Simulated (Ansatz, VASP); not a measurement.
One calculation of SiC12, two programs

```xyz
13
Lattice="4.9312 0.0000 0.0000 -1.2328 3.3948 0.0000 0.0000 0.0000 22.3359" Properties=species:S:1:pos:R:3 pbc="T T T"
C     1.2328    0.0000    4.0000
C     3.6984    0.0000    4.0000
C     0.0000    0.0000    4.7111
C     2.4656    0.0000    4.7111
C     0.0000    0.0000    6.1341
C     2.4656    0.0000    6.1341
C     1.2328    0.0000    6.8281
C     3.6984    0.0000    6.8281
C     1.2328    0.0000    8.3176
C     3.6984    0.0000    8.3176
C     0.0000    0.0000    8.9359
C     2.4656    0.0000    8.9359
Si    0.7705    1.2730   11.4359
```

Alike in both runs: task single point; functional PBE; dispersion D3(BJ); k mesh 6 × 8 × 1; occupations gaussian, width 0.05 eV; collinear spin.

|  | VASP | Ansatz |
| --- | --- | --- |
| version | VASP 6.6.1 | Ansatz 0.2.0 |
| potentials or method | VASP PAW PBE potentials, release 64 (C, Si), cutoff 520 eV | scalar-relativistic, plane waves, PAW |
| valence electrons in the cell | 52 | 52 |

Ansatz gave:

* gap on the k mesh at the Fermi level (eV): none
* rms of the force components (eV/Å): 1.242
* net moment per atom (μB): 0.04
* size of the moment on the site where the two differ most (μB): 0.31

Question: What did VASP give for the same quantities?

Answer: gap on the k mesh at the Fermi level (eV): none; rms of the force components (eV/Å): 1.233; net moment per atom (μB): 0.01; size of the moment on the site where the two differ most (μB): 0.00.

Site moments also hang on the region over which each program counts them. Atom by atom the forces differ by 0.083 eV/Å (rms over components). A gap of «none» marks a metal or a gap that the smearing closes. Ansatz's warnings: stability check not made.
